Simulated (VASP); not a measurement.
# AlGaN2 (P-4m2) in VASP: notebook, part 2 of 2

VASP 6.6.1. Earlier steps stand in the parts before.

## 4. Single point, r2SCAN (strain -0.015 along x and y, -0.030 along z)

Contents of POSCAR:

```
AlGaN2
1.0
    3.0937638930      0.0000000000      0.0000000000
    0.0000000000      3.0937638930      0.0000000000
    0.0000000000      0.0000000000      4.2911228018
Al Ga N
1 1 2
Direct
    0.5000000000      0.5000000000      0.5000000000
    0.0000000000      0.0000000000      0.0000000000
    0.5000000000      0.0000000000      0.7382648100
    0.0000000000      0.5000000000      0.2617351900
```

Contents of INCAR.step1:

```
SYSTEM = AlGaN2
ALGO     = Normal         ! electronic algorithm
EDIFF    = 1E-4           ! SCF threshold, eV
ENCUT    = 520            ! plane-wave cutoff, eV
GGA      = PE             ! functional
ISMEAR   = 0              ! smearing method
LASPH    = .TRUE.         ! aspherical terms in the spheres
LCHARG   = .FALSE.        ! write CHGCAR
LREAL    = .FALSE.        ! projectors in reciprocal space
LWAVE    = .TRUE.         ! write WAVECAR
NBANDS   = 21             ! bands
NELM     = 80             ! most SCF steps
PREC     = Accurate       ! precision mode
SIGMA    = 0.05           ! smearing width, eV
```

Contents of INCAR.step2:

```
SYSTEM = AlGaN2
ALGO     = Normal         ! electronic algorithm
EDIFF    = 1E-7           ! SCF threshold, eV
ENCUT    = 520            ! plane-wave cutoff, eV
ISIF     = 2              ! what is computed and relaxed
ISMEAR   = 0              ! smearing method
ISTART   = 1            
LASPH    = .TRUE.         ! aspherical terms in the spheres
LCHARG   = .FALSE.        ! write CHGCAR
LMIXTAU  = .TRUE.       
LREAL    = .FALSE.        ! projectors in reciprocal space
LWAVE    = .FALSE.        ! write WAVECAR
METAGGA  = R2SCAN         ! meta-GGA
NBANDS   = 21             ! bands
NELM     = 80             ! most SCF steps
PREC     = Accurate       ! precision mode
SIGMA    = 0.05           ! smearing width, eV
```

Contents of KPOINTS:

```
k-points
0
G
  8 8 6
  0 0 0
```

On the command line:

```console
$ cat potpaw_PBE.64/Al/POTCAR potpaw_PBE.64/Ga_d/POTCAR potpaw_PBE.64/N/POTCAR > POTCAR
$ cp INCAR.step1 INCAR
$ mpirun -np 1 vasp_std > vasp.out
$ cp INCAR.step2 INCAR
$ mpirun -np 1 vasp_std > vasp.out
```

Run time: 5 min. Hardware: 1 thread of AMD EPYC 7R43 (Zen 3), shared host; peak memory 0.15 GiB.

It converged, with:

* Free energy: -40.9632 eV
* Pressure: 14.0 GPa
* Largest force: 0.040 eV/Å
* Band gap on the k mesh: 3.85 eV, direct

Forces on the atoms (eV/Å):
```
Al   0.000  0.000  0.000
Ga   0.000  0.000  0.000
N    0.000  0.000 -0.040
N    0.000  0.000  0.040
```

Stress tensor (GPa, compression positive):
```
13.40  0.00  0.00
 0.00 13.40  0.00
 0.00  0.00 15.15
```

Levels at points of the mesh, in eV from the valence-band top:
| k point | band 10 | band 11 | band 12 | band 13 | band 14 | band 15 | band 16 | band 17 |
| --- | --- | --- | --- | --- | --- | --- | --- | --- |
| (0.00, 0.00, 0.00) | -2.61 | -0.20 | 0.00 | 0.00 | 3.85 | 4.13 | 8.57 | 12.61 |
| (0.50, 0.00, 0.00) | -3.07 | -2.95 | -1.16 | -0.76 | 8.02 | 8.32 | 8.90 | 9.57 |
| (0.50, 0.50, 0.00) | -2.43 | -2.40 | -2.40 | -2.38 | 3.92 | 3.92 | 7.49 | 9.94 |
| (0.00, 0.00, 0.50) | -1.78 | -1.78 | -1.07 | -1.07 | 6.15 | 6.37 | 9.21 | 10.40 |
| (0.50, 0.00, 0.50) | -1.14 | -0.90 | -0.62 | -0.53 | 6.33 | 7.78 | 10.39 | 10.69 |
| (0.50, 0.50, 0.50) | -4.31 | -3.51 | -3.45 | -3.45 | 7.06 | 7.06 | 10.34 | 11.97 |

Caveat: the cell differs from its parent crystal (strain -0.015 along x and y, -0.030 along z); the PAW data sets were made with another functional, which shifts forces and pressure a little.

## 5. Single point, r2SCAN (strain -0.030 along x and y, +0.015 along z)

Contents of POSCAR:

```
AlGaN2
1.0
    3.0466507372      0.0000000000      0.0000000000
    0.0000000000      3.0466507372      0.0000000000
    0.0000000000      0.0000000000      4.4901955091
Al Ga N
1 1 2
Direct
    0.5000000000      0.5000000000      0.5000000000
    0.0000000000      0.0000000000      0.0000000000
    0.5000000000      0.0000000000      0.7382648100
    0.0000000000      0.5000000000      0.2617351900
```

Contents of INCAR.step1:

```
PREC = Accurate
ENCUT = 520
ISMEAR = 0
SIGMA = 0.05
LREAL = F
LASPH = T
NELM = 80
NBANDS = 21
GGA = PE
ALGO = Normal
EDIFF = 1E-4
LWAVE = T
LCHARG = F
```

Contents of INCAR.step2:

```
PREC = Accurate
ENCUT = 520
EDIFF = 1E-6
ISMEAR = 0
SIGMA = 0.05
LREAL = F
LASPH = T
NELM = 80
ALGO = Normal
ISIF = 2
LWAVE = F
LCHARG = F
METAGGA = R2SCAN
LMIXTAU = T
NBANDS = 21
ISTART = 1
```

Contents of KPOINTS:

```
Automatic mesh
0
Gamma
  8 8 6
```

Potentials or basis: VASP PAW PBE potentials, release 64 (Al, Ga_d, N).

On the command line:

```console
$ cat potpaw_PBE.64/Al/POTCAR potpaw_PBE.64/Ga_d/POTCAR potpaw_PBE.64/N/POTCAR > POTCAR
$ cp INCAR.step1 INCAR
$ mpirun -np 1 vasp_std > vasp.out
$ cp INCAR.step2 INCAR
$ mpirun -np 1 vasp_std > vasp.out
```

OUTCAR:

```text
PREC = Accurate
   ENCUT = 520
   EDIFF = 1E-6
   ISMEAR = 0
   LREAL = F
   LASPH = T
   NELM = 80
   ISIF = 2
   METAGGA = R2SCAN
   ISTART = 1

 ion  position               nearest neighbor table
   1  0.500  0.500  0.500-   3 1.86   4 1.86   3 1.86   4 1.86   2 3.11   2 3.11   2 3.11   2 3.11
                             2 3.11   2 3.11   2 3.11   2 3.11
   2  0.000  0.000  0.000-   3 1.92   4 1.92   4 1.92   3 1.92   1 3.11   1 3.11   1 3.11   1 3.11
                             1 3.11   1 3.11   1 3.11   1 3.11
   3  0.500  0.000  0.738-   1 1.86   1 1.86   2 1.92   2 1.92
   4  0.000  0.500  0.262-   1 1.86   1 1.86   2 1.92   2 1.92

  LATTYP: Found a simple tetragonal cell.
 ALAT       =     3.0466507372
 C/A-ratio  =     1.4738136716

  Lattice vectors:

 A1 = (   3.0466507372,   0.0000000000,   0.0000000000)
 A2 = (   0.0000000000,   3.0466507372,   0.0000000000)
 A3 = (   0.0000000000,   0.0000000000,   4.4901955091)

Analysis of symmetry for initial positions (statically):
=====================================================================
 Subroutine PRICEL returns:
 Original cell was already a primitive cell.

 Routine SETGRP: Setting up the symmetry group for a
 simple tetragonal supercell.

[... 167 lines left out ...]
  free energy    TOTEN  =       -40.98576236 eV

  energy without entropy =      -40.98576236  energy(sigma->0) =      -40.98576236

 E-fermi :   6.2250     XC(G=0): -12.3130

 val. band max:        5.9303353268   @ k =   0.0000   0.0000   0.0000
 cond. band min:       9.5693927701   @ k =   0.0000   0.0000   0.0000
 fundamental gap:      3.6390574433
 Fermi energy:         6.2250220947

 k-point     1 :       0.0000    0.0000    0.0000
  band No.  band energies     occupation
      1     -10.7668      2.00000
      2      -9.0198      2.00000
      3      -7.4573      2.00000
      4      -7.4573      2.00000
      5      -7.3892      2.00000
      6      -7.2197      2.00000
[... 565 lines left out ...]
     20      19.3156      0.00000
     21      19.5972      0.00000

 [... further k-points ...]
[... 5 lines left out ...]
  --------------------------------------------------------------------------------------
  -------------------------------------------------------------------------------------
  Total        3.2648608      3.2648608      1.4506817      0.0000000      0.0000000     -0.0000000
  in kB      125.5060487    125.5060487     55.7663393      0.0000000      0.0000000     -0.0000000
  external PRESSURE =     102.2594789 kB  Pullay stress =       0.0000000 kB

 VOLUME and BASIS-vectors are now :
 -----------------------------------------------------------------------------
  energy-cutoff  :      520.00
  volume of cell :       41.68
      direct lattice vectors                 reciprocal lattice vectors
     3.046650737  0.000000000  0.000000000     0.328229287  0.000000000  0.000000000
     0.000000000  3.046650737  0.000000000     0.000000000  0.328229287  0.000000000
     0.000000000  0.000000000  4.490195509     0.000000000  0.000000000  0.222707452

 POSITION                                       TOTAL-FORCE (eV/Angst)
 -----------------------------------------------------------------------------------
      1.52333      1.52333      2.24510         0.000000      0.000000      0.000000
      0.00000      0.00000      0.00000         0.000000     -0.000000      0.000000
      1.52333      0.00000      3.31495        -0.000000     -0.000000      0.082199
      0.00000      1.52333      1.17524        -0.000000     -0.000000     -0.082199
 -----------------------------------------------------------------------------------
    total drift:                                0.000000      0.000000     -0.000000

  FREE ENERGIE OF THE ION-ELECTRON SYSTEM (eV)
  ---------------------------------------------------
  free  energy   TOTEN  =       -40.9857623616 eV

  energy  without entropy=      -40.9857623616  energy(sigma->0) =      -40.98576236
```

OUTCAR.step1:

```text
PREC = Accurate
   ENCUT = 520
   ISMEAR = 0
   LREAL = F
[... 808 lines left out ...]
      1.52333      1.52333      2.24510         0.000000      0.000000      0.000000
      0.00000      0.00000      0.00000        -0.000000      0.000000      0.000000
      1.52333      0.00000      3.31495         0.000000     -0.000000      0.064168
      0.00000      1.52333      1.17524         0.000000     -0.000000     -0.064168
 -----------------------------------------------------------------------------------
    total drift:                               -0.000000      0.000000     -0.000000

  FREE ENERGIE OF THE ION-ELECTRON SYSTEM (eV)
  ---------------------------------------------------
  free  energy   TOTEN  =       -26.8269256445 eV

  energy  without entropy=      -26.8269256445  energy(sigma->0) =      -26.82692564
```

OSZICAR.step1:

```text
N       E                     dE             d eps       ncg     rms          rms(c)
DAV:   1     0.174351126218E+03    0.17435E+03   -0.13034E+04  2822   0.184E+03
DAV:   2    -0.110519646679E+02   -0.18540E+03   -0.17266E+03  2733   0.415E+02
DAV:   3    -0.309984063236E+02   -0.19946E+02   -0.19694E+02  2969   0.108E+02
DAV:   4    -0.315318434134E+02   -0.53344E+00   -0.53262E+00  3049   0.190E+01
DAV:   5    -0.315422228543E+02   -0.10379E-01   -0.10379E-01  2967   0.251E+00    0.120E+01
DAV:   6    -0.267800283637E+02    0.47622E+01   -0.14003E+01  3955   0.534E+01    0.383E+00
DAV:   7    -0.268445937715E+02   -0.64565E-01   -0.12816E+00  2610   0.910E+00    0.284E+00
DAV:   8    -0.268449549864E+02   -0.36121E-03   -0.17705E-01  3499   0.525E+00    0.108E+00
DAV:   9    -0.268268564860E+02    0.18099E-01   -0.49515E-02  3649   0.356E+00    0.358E-01
DAV:  10    -0.268267453972E+02    0.11109E-03   -0.65148E-03  2886   0.598E-01    0.862E-02
DAV:  11    -0.268269127965E+02   -0.16740E-03   -0.34464E-04  3039   0.198E-01    0.278E-02
DAV:  12    -0.268269256445E+02   -0.12848E-04   -0.33512E-05  1485   0.949E-02
   1 F= -.26826926E+02 E0= -.26826926E+02  d E =-.126466E-11
```

Wall time 5.7 min (1 thread of AMD EPYC 7R43 (Zen 3), shared host); peak memory 0.16 GiB.

Results:

| Property | Result |
| --- | --- |
| Free energy | -40.9858 eV |
| Pressure | 10.2 GPa |
| Largest force | 0.082 eV/Å |
| Band gap on the k mesh | 3.64 eV, direct |

Forces on the atoms (eV/Å):
```
Al   0.000  0.000  0.000
Ga   0.000  0.000  0.000
N    0.000  0.000  0.082
N    0.000  0.000 -0.082
```

Levels at points of the mesh, in eV from the valence-band top:
| k point | band 10 | band 11 | band 12 | band 13 | band 14 | band 15 | band 16 | band 17 |
| --- | --- | --- | --- | --- | --- | --- | --- | --- |
| (0.00, 0.00, 0.00) | -2.32 | -0.46 | 0.00 | 0.00 | 3.64 | 4.27 | 9.09 | 12.36 |
| (0.50, 0.00, 0.00) | -3.35 | -3.30 | -0.97 | -0.54 | 7.98 | 8.14 | 9.30 | 9.74 |
| (0.50, 0.50, 0.00) | -2.64 | -2.62 | -2.61 | -2.61 | 3.71 | 3.71 | 6.89 | 9.56 |
| (0.00, 0.00, 0.50) | -1.61 | -1.61 | -0.93 | -0.93 | 5.96 | 6.04 | 8.98 | 10.69 |
| (0.50, 0.00, 0.50) | -1.18 | -0.96 | -0.94 | -0.44 | 6.02 | 7.48 | 10.27 | 10.59 |
| (0.50, 0.50, 0.50) | -4.29 | -3.53 | -3.45 | -3.45 | 6.55 | 6.55 | 9.90 | 11.47 |

Caveat: the cell differs from its parent crystal (strain -0.030 along x and y, +0.015 along z); the PAW data sets were made with another functional, which shifts forces and pressure a little.

## 6. Single point, r2SCAN (strain -0.015 along x and y, -0.015 along z)

Contents of POSCAR:

```
AlGaN2
1.0
    3.0937638930      0.0000000000      0.0000000000
    0.0000000000      3.0937638930      0.0000000000
    0.0000000000      0.0000000000      4.3574803709
Al Ga N
1 1 2
Direct
    0.5000000000      0.5000000000      0.5000000000
    0.0000000000      0.0000000000      0.0000000000
    0.5000000000      0.0000000000      0.7382648100
    0.0000000000      0.5000000000      0.2617351900
```

Contents of INCAR.step1:

```
SYSTEM = AlGaN2
PREC = Accurate
ENCUT = 520
ISMEAR = 0
SIGMA = 0.05
LREAL = .False.
LASPH = .True.
NELM = 60
NBANDS = 21
GGA = PE
ALGO = Normal
EDIFF = 1E-4
LWAVE = .True.
LCHARG = .False.
```

Contents of INCAR.step2:

```
SYSTEM = AlGaN2
PREC = Accurate
ENCUT = 520
EDIFF = 1E-7
ISMEAR = 0
SIGMA = 0.05
LREAL = .False.
LASPH = .True.
NELM = 60
ALGO = Normal
ISIF = 2
LWAVE = .False.
LCHARG = .True.
METAGGA = R2SCAN
LMIXTAU = .True.
LELF = .True.
LVHAR = .True.
NBANDS = 21
ISTART = 1
```

Contents of KPOINTS:

```
regular mesh
0
Gamma
  8 8 6
  0 0 0
```

Potentials or basis: VASP PAW PBE potentials, release 64 (Al, Ga_d, N).

On the command line:

```console
$ cat potpaw_PBE.64/Al/POTCAR potpaw_PBE.64/Ga_d/POTCAR potpaw_PBE.64/N/POTCAR > POTCAR
$ cp INCAR.step1 INCAR
$ mpirun -np 1 vasp_std > vasp.out
$ cp INCAR.step2 INCAR
$ mpirun -np 1 vasp_std > vasp.out
```

Wall time 5.2 min (1 thread of AMD EPYC 7R43 (Zen 3), shared host); peak memory 0.16 GiB.

It converged, with:

```yaml
Free_energy: -41.0140 eV
Pressure: 10.2 GPa
Largest_force: 0.005 eV/Å
Band_gap_on_the_k_mesh: 3.71 eV, direct
```

Forces in eV/Å, atoms in the order of the input:
```
Al   0.000  0.000  0.000
Ga   0.000  0.000  0.000
N    0.000  0.000 -0.005
N    0.000  0.000  0.005
```

Levels at points of the mesh, in eV from the valence-band top:
```tsv
k point	band 11	band 12	band 13	band 14	band 15	band 16
(0.00, 0.00, 0.00)	-0.26	0.00	0.00	3.71	4.15	8.64
(0.50, 0.00, 0.00)	-3.01	-1.10	-0.70	7.98	8.17	8.94
(0.50, 0.50, 0.00)	-2.42	-2.42	-2.41	3.86	3.86	7.27
(0.00, 0.00, 0.50)	-1.72	-1.02	-1.02	6.04	6.22	9.08
(0.50, 0.00, 0.50)	-0.96	-0.63	-0.56	6.18	7.65	10.29
(0.50, 0.50, 0.50)	-3.48	-3.40	-3.40	6.90	6.90	10.10
```

Caveat: the cell differs from its parent crystal (strain -0.015 along x and y, -0.015 along z); the PAW data sets were made with another functional, which shifts forces and pressure a little. A k mesh can miss the band edges.

## 7. Overview

| cell | gap on the mesh (eV) | pressure (GPa) | largest force (eV/Å) |
| --- | --- | --- | --- |
| a = 3.047, b = 3.047, c = 4.357 Å, 4 atoms | 3.82 | 18.2 | 0.02 |
| a = 3.047, b = 3.047, c = 4.424 Å, 4 atoms | 3.77 | 14.1 | 0.05 |
| a = 3.094, b = 3.094, c = 4.291 Å, 4 atoms | 3.85 | 14.0 | 0.04 |
| a = 3.047, b = 3.047, c = 4.490 Å, 4 atoms | 3.64 | 10.2 | 0.08 |
| a = 3.094, b = 3.094, c = 4.357 Å, 4 atoms | 3.71 | 10.2 | - |

Alike in all rows: task single point; level r2SCAN; potentials or basis VASP PAW PBE potentials, release 64 (Al, Ga_d, N); no spin polarisation; k mesh 8 × 8 × 6; cutoff (eV) 520; smearing gaussian 0.05 eV.

Caveats: the PAW data sets were made with another functional, which shifts forces and pressure a little.

Total energies depend on the potentials used, so only differences within one code and one set of settings carry meaning.
